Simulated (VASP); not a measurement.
# C in VASP: settings compared

The runs below take C through single point, with PBE, r2SCAN.

All numbers are computed with VASP 6.6.1; they aren't measurements. Logs are shortened: lines on timing, memory, paths and dates and some standing lists are left out, and cuts for length are marked.

### 1 The cell of the first run

The typed cell holds 4 atoms: a = 2.467 Å, b = 2.467 Å, c = 8.529 Å, α = 90.00°, β = 90.00°, γ = 120.00°.

### 2 Single point, PBE

Contents of INCAR:

```
PREC     = Accurate       # precision mode
ENCUT    = 520            # plane-wave cutoff, eV
EDIFF    = 1E-6           # SCF threshold, eV
ISMEAR   = 0              # smearing method
SIGMA    = 0.1            # smearing width, eV
LREAL    = F              # projectors in reciprocal space
LASPH    = T              # aspherical terms in the spheres
NELM     = 100            # most SCF steps
ALGO     = Normal         # electronic algorithm
ISIF     = 2              # what is computed and relaxed
LWAVE    = F              # write WAVECAR
LCHARG   = T              # write CHGCAR
GGA      = PE             # functional
LELF     = T              # ELF
LVHAR    = T            
NBANDS   = 16             # bands
```

Contents of KPOINTS:

```
Automatic mesh
0
Gamma
  18 18 6
```

Contents of POSCAR:

```
C
1.0
    1.2332864508     -2.1360370742      0.0000000000
    1.2332864508      2.1360370742      0.0000000000
    0.0000000000      0.0000000000      8.5285457035
C
4
Direct
    0.0833319425      0.9166680575      0.7500076519
    0.5833319425      0.4166680575      0.2499923481
    0.9166680575      0.0833319425      0.2499923481
    0.4166680575      0.5833319425      0.7500076519
```

Potentials or basis: VASP PAW PBE potentials, release 64 (C).

The run is started by

```
cat potpaw_PBE.64/C/POTCAR > POTCAR
mpirun -np 1 vasp_std > vasp.out
```

OUTCAR:

```text
PREC = Accurate
   ENCUT = 520
   EDIFF = 1E-6
   ISMEAR = 0
   LREAL = F
   LASPH = T
   NELM = 100
   ISIF = 2
   GGA = PE

 ion  position               nearest neighbor table
   1  0.083  0.917  0.750-   4 1.42   4 1.42   4 1.42
   2  0.583  0.417  0.250-   3 1.42   3 1.42   3 1.42
   3  0.917  0.083  0.250-   2 1.42   2 1.42   2 1.42
   4  0.417  0.583  0.750-   1 1.42   1 1.42   1 1.42

  LATTYP: Found a base centered orthorhombic cell.
 ALAT       =     2.4665729016
 B/A-ratio  =     1.7319877899
 C/A-ratio  =     3.4576499636

  Lattice vectors:

 A1 = (   1.2332864508,  -2.1360370742,   0.0000000000)
 A2 = (   1.2332864508,   2.1360370742,   0.0000000000)
 A3 = (   0.0000000000,   0.0000000000,   8.5285457035)

Analysis of symmetry for initial positions (statically):
=====================================================================
 Subroutine PRICEL returns:
 Original cell was already a primitive cell.

 Routine SETGRP: Setting up the symmetry group for a
 base centered orthorhombic supercell.

 Subroutine GETGRP returns: Found  8 space group operations
 (whereof  4 operations were pure point group operations)
 out of a pool of  8 trial point group operations.

The static configuration has the point symmetry C_2h.
 The point group associated with its full space group is D_2h.

Analysis of symmetry for dynamics (positions and initial velocities):
=====================================================================
 Subroutine PRICEL returns:
 Original cell was already a primitive cell.

 Routine SETGRP: Setting up the symmetry group for a
 base centered orthorhombic supercell.

 Subroutine GETGRP returns: Found  8 space group operations
 (whereof  4 operations were pure point group operations)
 out of a pool of  8 trial point group operations.

The dynamic configuration has the point symmetry C_2h.
 The point group associated with its full space group is D_2h.

 Subroutine INISYM returns: Found  8 space group operations
 (whereof  4 operations are pure point group operations),
 and found     1 'primitive' translations

----------------------------------------------------------------------------------------

                                     Primitive cell

  volume of cell :      44.9343

  direct lattice vectors                    reciprocal lattice vectors
     1.233286451 -2.136037074  0.000000000     0.405420817 -0.234078334  0.000000000
     1.233286451  2.136037074  0.000000000     0.405420817  0.234078334  0.000000000
     0.000000000  0.000000000  8.528545704     0.000000000  0.000000000  0.117253285

  length of vectors
     2.466505595  2.466505595  8.528545704     0.468143894  0.468143894  0.117253285

  position of ions in fractional coordinates (direct lattice)
     0.083331943  0.916668057  0.750007652
     0.583331943  0.416668057  0.249992348
     0.916668057  0.083331943  0.249992348
     0.416668057  0.583331943  0.750007652

  ion indices of the primitive-cell ions
   primitive index   ion index
                 1           1
                 2           2
                 3           3
                 4           4

----------------------------------------------------------------------------------------

 KPOINTS: Automatic mesh

Automatic generation of k-mesh.
 Grid dimensions read from file:
 generate k-points for:   18   18    6

 Generating k-lattice:

  Cartesian coordinates                     Fractional coordinates (reciprocal lattice)
     0.022523379 -0.013004352  0.000000000     0.055555556 -0.000000000  0.000000000
     0.022523379  0.013004352  0.000000000    -0.000000000  0.055555556  0.000000000
     0.000000000  0.000000000  0.019542214     0.000000000  0.000000000  0.166666667

  Length of vectors
     0.026007994  0.026007994  0.019542214

  Shift w.r.t. Gamma in fractional coordinates (k-lattice)
     0.000000000  0.000000000  0.000000000

 Subroutine IBZKPT returns following result:
 ===========================================

 Found    364 irreducible k-points:

 Following reciprocal coordinates:
            Coordinates               Weight
  0.000000  0.000000  0.000000      1.000000
  0.055556  0.000000  0.000000      4.000000
  0.111111  0.000000  0.000000      4.000000
  0.166667  0.000000  0.000000      4.000000
  0.222222  0.000000  0.000000      4.000000
  0.277778  0.000000  0.000000      4.000000
[... 16 lines left out ...]
 -0.277778  0.055556  0.000000      4.000000
 -0.222222  0.055556  0.000000      4.000000
 [... further k-points ...]
   k-points           NKPTS =    364   k-points in BZ     NKDIM =    364   number of bands    NBANDS=     16
   number of dos      NEDOS =    301   number of ions     NIONS =      4
   total plane-waves  NPLWV =  20736
   dimension x,y,z NGX =    18 NGY =   18 NGZ =   64
   dimension x,y,z NGXF=    36 NGYF=   36 NGZF=  128
   ions per type =               4
   NGX,Y,Z   is equivalent  to a cutoff of  12.13, 12.13, 12.48 a.u.
   NGXF,Y,Z  is equivalent  to a cutoff of  24.26, 24.26, 24.95 a.u.
 SYSTEM =  unknown system
   PREC   = accura    normal or accurate (medium, high low for compatibility)
   ISTART =      0    job   : 0-new  1-cont  2-samecut
   ICHARG =      2    charge: 1-file 2-atom 10-const
   ISPIN  =      1    spin polarized calculation?
   LNONCOLLINEAR =      F non collinear calculations
   LSORBIT =      F    spin-orbit coupling
   LASPH  =      T    aspherical Exc in radial PAW
   ENCUT  =  520.0 eV  38.22 Ry    6.18 a.u.   4.59  4.59 15.86*2*pi/ulx,y,z
   NELM   =    100;   NELMIN=  2; NELMDL= -5     # of ELM steps
   EDIFF  = 0.1E-05   stopping-criterion for ELM
   LREAL  =      F    real-space projection
   EDIFFG = 0.1E-04   stopping-criterion for IOM
   NSW    =      0    number of steps for IOM
   IBRION =     -1    ionic relax: 0-MD 1-quasi-New 2-CG
   NFREE  =      0    steps in history (QN), initial steepest desc. (CG)
   ISIF   =      2    stress and relaxation
   ISYM   =      2    0-nonsym 1-usesym 2-fastsym
   POTIM  = 0.5000    time-step for ionic-motion
   TEBEG  =    0.0;   TEEND  =   0.0 temperature during run
   PSTRESS=    0.0 pullay stress
   NELECT =      16.0000    total number of electrons
   NUPDOWN=      -1.0000    fix difference up-down
   EMIN   =  10.00;   EMAX   =-10.00  energy-range for DOS
   EFERMI =   0.00;   METHOD = LEGACY
   ISMEAR =     0;   SIGMA  =   0.10  broadening in eV -4-tet -1-fermi 0-gaus
   EFERMI_NEDOS =   21; number of points for ismear=-14 and -15
   IALGO  =     38    algorithm
   IMIX   =      4    mixing-type and parameters
     AMIX     =   0.40;   BMIX     =  1.00
     AMIX_MAG =   1.60;   BMIX_MAG =  1.00
  volume/ion in A,a.u.               =      11.23        75.81
  Fermi-wavevector in a.u.,A,eV,Ry     =   1.160350  2.192743 18.319042  1.346412
  Thomas-Fermi vector in A             =   2.296933
   LORBIT       =      0    0 simple, 1 ext, 2 COOP (PROOUT), +10 PAW based schemes
   GGA     = PE    functional components
   LHFCALC =     F    Hartree Fock is set to
   AEXX    =    0.0000 exact exchange contribution
   IVDW    =     0    specifies the selected vdW correction
   LEPSILON=     F    determine dielectric tensor
   LRPA    =     F    only Hartree local field effects (RPA)
 non-spin polarized calculation
 Gauss-broadening in eV      SIGMA  =   0.10
  energy-cutoff  :      520.00
  volume of cell :       44.93
 maximum number of plane-waves:      1234
   NGX =  9   NGY =  9   NGZ = 31

 number of electron      15.9999993 magnetization

 Free energy of the ion-electron system (eV)
  ---------------------------------------------------
  ext. energy  EPLUGINS =         0.00000000
  ---------------------------------------------------
  free energy    TOTEN  =       -36.90433362 eV

  energy without entropy =      -36.90334902  energy(sigma->0) =      -36.90384132

 E-fermi :   2.7910     XC(G=0):  -8.7204

 val. band max:        2.7908008379   @ k =   0.3333   0.3333   0.5000
 cond. band min:       2.7910318065   @ k =   0.3333   0.3333   0.5000
 fundamental gap:      0.0002309686
 Fermi energy:         2.7910197462

 k-point     1 :       0.0000    0.0000    0.0000
  band No.  band energies     occupation
      1     -16.7412      2.00000
      2     -16.7056      2.00000
      3      -5.0552      2.00000
      4      -4.5732      2.00000
      5      -0.2537      2.00000
      6      -0.2525      2.00000
[... 8 lines left out ...]
     15      13.2146      0.00000
     16      14.2024      0.00000

 k-point     2 :       0.0556    0.0000    0.0000
  band No.  band energies     occupation
      1     -16.6683      2.00000
      2     -16.6328      2.00000
      3      -4.9672      2.00000
      4      -4.4872      2.00000
      5      -0.5511      2.00000
      6      -0.5491      2.00000
[... 8 lines left out ...]
     15      13.3125      0.00000
     16      13.9449      0.00000

 k-point     3 :       0.1111    0.0000    0.0000
  band No.  band energies     occupation
      1     -16.4495      2.00000
      2     -16.4147      2.00000
      3      -4.7043      2.00000
      4      -4.2300      2.00000
      5      -1.3691      2.00000
      6      -1.3658      2.00000
[... 8 lines left out ...]
     15      13.2132      0.00000
     16      13.2538      0.00000

 k-point     4 :       0.1667    0.0000    0.0000
  band No.  band energies     occupation
      1     -16.0862      2.00000
      2     -16.0523      2.00000
      3      -4.2695      2.00000
      4      -3.8052      2.00000
      5      -2.5436      2.00000
      6      -2.5383      2.00000
[... 8 lines left out ...]
     15      13.6298      0.00000
     16      13.6299      0.00000
[... 324 lines left out ...]
 k-point    22 :      -0.3333    0.0556    0.0000
  band No.  band energies     occupation
      1     -14.5078      2.00000
      2     -14.4784      2.00000
      3      -6.0987      2.00000
      4      -6.0876      2.00000
      5      -3.0061      2.00000
      6      -3.0037      2.00000
[... 8 lines left out ...]
     15      15.8264      0.00000
     16      17.0988      0.00000

 k-point    23 :      -0.2778    0.0556    0.0000
  band No.  band energies     occupation
      1     -15.2208      2.00000
      2     -15.1894      2.00000
      3      -4.6492      2.00000
      4      -4.6410      2.00000
      5      -3.2455      2.00000
      6      -2.8074      2.00000
[... 8 lines left out ...]
     15      15.0181      0.00000
     16      15.6815      0.00000

 k-point    24 :      -0.2222    0.0556    0.0000
  band No.  band energies     occupation
      1     -15.7967      2.00000
      2     -15.7636      2.00000
      3      -3.9248      2.00000
      4      -3.4686      2.00000
      5      -3.2578      2.00000
      6      -3.2524      2.00000
[... 8 lines left out ...]
     15      14.0941      0.00000
     16      14.1386      0.00000

 [... further k-points ...]

------------------------ aborting loop because EDIFF is reached ----------------------------------------

  FORCE on cell =-STRESS in cart. coord.  units (eV):
  Direction    XX          YY          ZZ          XY          YZ          ZX
  --------------------------------------------------------------------------------------
  -------------------------------------------------------------------------------------
  Total        0.1544129      0.1545705     -0.0051353      0.0000000      0.0000000      0.0000000
  in kB        5.5057483      5.5113678     -0.1831045      0.0000000      0.0000000      0.0000000
  external PRESSURE =       3.6113372 kB  Pullay stress =       0.0000000 kB

 VOLUME and BASIS-vectors are now :
 -----------------------------------------------------------------------------
  energy-cutoff  :      520.00
  volume of cell :       44.93
      direct lattice vectors                 reciprocal lattice vectors
     1.233286451 -2.136037074  0.000000000     0.405420817 -0.234078334  0.000000000
     1.233286451  2.136037074  0.000000000     0.405420817  0.234078334  0.000000000
     0.000000000  0.000000000  8.528545704     0.000000000  0.000000000  0.117253285

 POSITION                                       TOTAL-FORCE (eV/Angst)
 -----------------------------------------------------------------------------------
      1.23329      1.78004      6.39647         0.000000      0.000025     -0.000003
      1.23329     -0.35600      2.13207         0.000000      0.000025      0.000003
      1.23329     -1.78004      2.13207         0.000000     -0.000025      0.000003
      1.23329      0.35600      6.39647         0.000000     -0.000025     -0.000003
 -----------------------------------------------------------------------------------
    total drift:                               -0.000000      0.000000      0.000000

  FREE ENERGIE OF THE ION-ELECTRON SYSTEM (eV)
  ---------------------------------------------------
  free  energy   TOTEN  =       -36.9043336200 eV

  energy  without entropy=      -36.9033490163  energy(sigma->0) =      -36.90384132
```

It took 5.8 min on 1 thread of AMD EPYC 7R13, shared host; peak memory 0.26 GiB.

Results:

```
Free energy            : -36.9043 eV
Pressure               : 0.4 GPa
Band gap on the k mesh : zero (filled and empty bands touch)
```

Caveat: this functional lacks dispersion, which binds the layers, so the pressure and a relaxed spacing across them are unreliable.

### 3 Single point, r2SCAN

This run uses another cell than the first one, of 9.29 Å³/atom.

Contents of POSCAR:

```
C
1.0
    1.2281353055     -2.1265074805      0.0000000000
    1.2281353055      2.1265074805      0.0000000000
    0.0000000000      0.0000000000      7.1177917059
C
4
Direct
    0.0833139592      0.9166860408      0.7499120843
    0.5833139592      0.4166860408      0.2500879157
    0.9166860408      0.0833139592      0.2500879157
    0.4166860408      0.5833139592      0.7499120843
```

Contents of INCAR.step1:

```
ALGO = Normal
EDIFF = 1E-4
ENCUT = 520
GGA = PE
ISMEAR = 0
LASPH = T
LCHARG = F
LREAL = F
LWAVE = T
NBANDS = 16
NELM = 60
PREC = Accurate
SIGMA = 0.1
```

Contents of INCAR.step2:

```
ALGO = Normal
EDIFF = 1E-6
ENCUT = 520
ISIF = 2
ISMEAR = 0
ISTART = 1
LASPH = T
LCHARG = T
LELF = T
LMIXTAU = T
LREAL = F
LVHAR = T
LWAVE = F
METAGGA = R2SCAN
NBANDS = 16
NELM = 60
PREC = Accurate
SIGMA = 0.1
```

Contents of KPOINTS:

```
k-points
0
Gamma
  18 18 6
```

Potentials or basis: VASP PAW PBE potentials, release 64 (C).

The run is started by

```
cat potpaw_PBE.64/C/POTCAR > POTCAR
cp INCAR.step1 INCAR
mpirun -np 1 vasp_std > vasp.out
cp INCAR.step2 INCAR
mpirun -np 1 vasp_std > vasp.out
```

Wall time 21 min (1 thread of AMD EPYC 7R13, shared host); peak memory 0.24 GiB.

Results (log left out):

```yaml
Free_energy: -39.7483 eV
Pressure: 0.6 GPa
Largest_force: 0.005 eV/Å
```

Forces in eV/Å, atoms in the order of the input:
```
C    0.000 -0.005  0.000
C    0.000 -0.005  0.000
C    0.000  0.005  0.000
C    0.000  0.005  0.000
```

Stress tensor (GPa, compression positive):
```
 1.02  0.00  0.00
 0.00  0.99  0.00
 0.00  0.00 -0.13
```

Levels at points of the mesh, in eV from the Fermi level:
```
           k point  band 5  band 6  band 7  band 8  band 9  band 10  band 11  band 12
(0.00, 0.00, 0.00)   -3.22   -3.21   -3.20   -3.20    3.94     8.70     8.72     8.74
(0.50, 0.00, 0.00)   -6.82   -6.82   -2.58   -2.58    1.92     1.92     7.78     7.78
(0.50, 0.50, 0.00)   -6.85   -6.81   -3.03   -1.97    1.19     2.46     7.64     7.90
(0.00, 0.00, 0.50)   -3.21   -3.21   -3.21   -3.21    6.26     6.26     8.73     8.73
(0.50, 0.00, 0.50)   -6.82   -6.82   -2.53   -2.53    1.77     1.77     7.78     7.78
(0.50, 0.50, 0.50)   -6.83   -6.83   -2.53   -2.53    1.77     1.77     7.77     7.77
```

Caveat: the PAW data sets were made with another functional, which shifts forces and pressure a little.
